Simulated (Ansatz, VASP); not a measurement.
## One calculation of Te, two programs

POSCAR

```
Te
1.0
    0.0000000000      2.3555588288      2.3555588288
    2.3555588288      0.0000000000      2.3555588288
    2.3555588288      2.3555588288      0.0000000000
Te
1
Direct
    0.0000000000      0.0000000000      0.0000000000
```

The input INCAR.step1:

```
PREC = Accurate ; ENCUT = 520
ISMEAR = -1 ; SIGMA = 0.1
LREAL = F ; LASPH = T
NELM = 80 ; NBANDS = 9
GGA = PE ; ALGO = Normal
EDIFF = 1E-4 ; LWAVE = T
LCHARG = F
```

Contents of INCAR.step2:

```
PREC = Accurate ; ENCUT = 520
EDIFF = 1E-7 ; ISMEAR = -1
SIGMA = 0.1 ; LREAL = F
LASPH = T ; NELM = 80
ALGO = Normal ; ISIF = 2
LWAVE = F ; LCHARG = F
METAGGA = R2SCAN ; LMIXTAU = T
NBANDS = 9 ; ISTART = 1
```

File KPOINTS:

```
regular mesh
0
Gamma
  13 13 13
```

Input for Ansatz:

```yaml
crystal:
  lattice:
    - [0.0, 2.3555588288, 2.3555588288]
    - [2.3555588288, 0.0, 2.3555588288]
    - [2.3555588288, 2.3555588288, 0.0]
  atoms:
    - { symbol: Te, position: [0.0, 0.0, 0.0] }
hamiltonian:
  xc: r2scan
  pseudopotentials:
    kind: paw
    azcp:
      Te: "pseudopotentials/Te.paw.azcp"
basis:
  ecutwfc: 500
  fft_grid_basis: typed
kpoints:
  mp_grid: { grid: [13, 13, 13], shift: [0, 0, 0] }
magnetization:
  spin_polarized: false
scf:
  occupations: { method: fermi_dirac, width: 0.1 }
  lower_state_search: "off"
output:
  stress: true
```

Alike in both runs: task single point; functional r2SCAN; k mesh 13 × 13 × 13; occupations fermi-dirac, width 0.1 eV; no spin polarisation.

```csv
,VASP,Ansatz
version,VASP 6.6.1,Ansatz 0.2.0
potentials or method,"VASP PAW PBE potentials, release 64 (Te), cutoff 520 eV","plane waves (500 eV) with PAW, scalar-relativistic"
valence electrons in the cell,6,16
```

VASP gave:

```
pressure (GPa) : 5.2
```

Problem. What did Ansatz give for the same quantities?

Solution. Pressure (GPa): 5.3.

VASP's potentials were made for PBE, not for r2SCAN. The functional is the same, so the differences come from potentials, cutoffs and numerics. VASP's potentials hold 6 valence electrons a cell and Ansatz's 16, so a difference there can come from the potentials and not from the codes.

Neither program's run includes spin-orbit coupling.
